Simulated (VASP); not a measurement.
A run of VASP 6.6.1 is set up as follows.

INCAR

```
PREC = Accurate
ENCUT = 500
EDIFF = 1E-8
ISMEAR = 0
SIGMA = 0.01
LREAL = F
LASPH = T
NELM = 120
ALGO = Normal
ISIF = 2
LWAVE = F
LCHARG = F
GGA = PS
IBRION = 8
NSW = 1
GGA_COMPAT = F
```

Contents of KPOINTS:

```
regular mesh
0
Gamma
  8 8 8
```

The input POSCAR:

```
AgBr
1.0
    2.6736185092      2.6736185092      0.0000000000
   -2.6736185092      2.6736185092      0.0000000000
    0.0000000000      2.6736185092      2.6736185092
Ag Br
1 1
Direct
    0.0000000000      0.0000000000      0.0000000000
    0.5000000000      0.5000000000      0.0000000000
```

Potentials or basis: VASP PAW PBE potentials, release 64 (Ag, Br).

The run is started by

```console
$ cat potpaw_PBE.64/Ag/POTCAR potpaw_PBE.64/Br/POTCAR > POTCAR
$ mpirun -np 1 vasp_std > vasp.out
```

Question: Estimate the highest phonon frequency at Γ, LO-TO splitting left out.

Answer: 150 cm⁻¹.

Phonon frequencies in cm⁻¹ (negative: imaginary):
```
              q point        frequencies
(0.000, 0.000, 0.000)  0 0 0 150 150 150
```

Caveat: the cell stands under pressure or tension, which shifts response properties.
